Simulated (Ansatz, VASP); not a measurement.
Two plane-wave programs on Mn3Si

```xyz
4
Lattice="0.0000 2.7826 2.7826 2.7826 0.0000 2.7826 2.7826 2.7826 0.0000" Properties=species:S:1:pos:R:3 pbc="T T T"
Mn    2.7826    2.7826    2.7826
Mn    1.3913    1.3913    1.3913
Mn    4.1739    4.1739    4.1739
Si    0.0000    0.0000    0.0000
```

Change from the starting cell: volume scaled by 0.92, no spin polarisation, PAW files.

Alike in both runs: task single point; functional LDA; k mesh 10 × 10 × 10; occupations fermi-dirac, width 0.05 eV; no spin polarisation.

```csv
,VASP,Ansatz
version,VASP 6.6.1,Ansatz 0.2.0
potentials or method,"VASP PAW LDA potentials, release 64 (Mn_pv, Si)","PAW with Ansatz's default frozen-core files, scalar-relativistic"
plane-wave cutoff (eV),520,420
valence electrons in the cell,43,49
```

|  | VASP | Ansatz | Ansatz less VASP |
| --- | --- | --- | --- |
| pressure (GPa) | -14.1 | -14.5 | -0.42 |

LDA's correlation is that of Perdew and Zunger in VASP and of Perdew and Wang (1992) in Ansatz. VASP's potentials hold 43 valence electrons a cell and Ansatz's 49, so a difference there can come from the potentials and not from the codes.
